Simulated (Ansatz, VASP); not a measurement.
## Two plane-wave programs on Os3C

```xyz
4
Lattice="3.7346 0.0000 0.0000 0.0000 3.7346 0.0000 0.0000 0.0000 3.7346" Properties=species:S:1:pos:R:3 pbc="T T T"
Os    0.0000    1.8673    1.8673
Os    1.8673    0.0000    1.8673
Os    1.8673    1.8673    0.0000
C     0.0000    0.0000    0.0000
```

Alike in both runs: functional r2SCAN; k mesh 12 × 12 × 12; occupations gaussian, width 0.1 eV; no spin polarisation.

Ansatz relaxed the structure, and its values are those at the end. VASP's run is a single point on that final structure, the one shown.

```csv
,VASP,Ansatz
version,VASP 6.6.1,Ansatz 0.2.0
potentials or method,"VASP PAW PBE potentials, release 64 (Os, C), cutoff 520 eV","scalar-relativistic, plane waves, PAW"
valence electrons in the cell,28,52
```

Ansatz gave:

| Item | Value |
| --- | --- |
| gap on the k mesh at the Fermi level (eV) | none |
| pressure (GPa) | 0.0 |

Task: What did VASP give for the same quantities?

Result: gap on the k mesh at the Fermi level (eV): none; pressure (GPa): 1.4.

VASP's potentials were made for PBE, not for r2SCAN. A gap of «none» marks a metal or a gap that the smearing closes. VASP's potentials hold 28 valence electrons a cell and Ansatz's 52, so a difference there can come from the potentials and not from the codes.

Neither program's run includes spin-orbit coupling.
